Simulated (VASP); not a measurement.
Runs of VASP 6.6.1 on LiBr. The structure is that of space group Fm-3m (No. 225), or close to it. The cells are those of the table. 

```csv
task,cell,cutoff (eV),gap on the mesh (eV),pressure (GPa)
single point,"a = 3.829 Å, angles 60.0°, 2 atoms",750,5.16,1.5
electric field gradients,"a = 3.881, b = 3.881, c = 3.852 Å, angles 60.2, 60.2, 60.5°, 2 atoms",650,4.93,0.2
single point,"a = 3.932 Å, angles 60.0°, 2 atoms",750,(a),(b)
single point,"a = 3.907 Å, angles 60.0°, 2 atoms",750,4.89,-0.2
single point,"a = 3.855 Å, angles 60.0°, 2 atoms",750,(c),0.8
```

Alike in all rows: level PBE; potentials or basis VASP PAW PBE potentials, release 64 (Li_sv, Br); no spin polarisation; k mesh 8 × 8 × 8; smearing fermi-dirac 0.03 eV.

Question: Estimate the missing entries.

Answer: (a) 4.80; (b) -0.7; (c) 5.06.

A k mesh can miss the band edges, and the runs leave out spin-orbit coupling on Br.
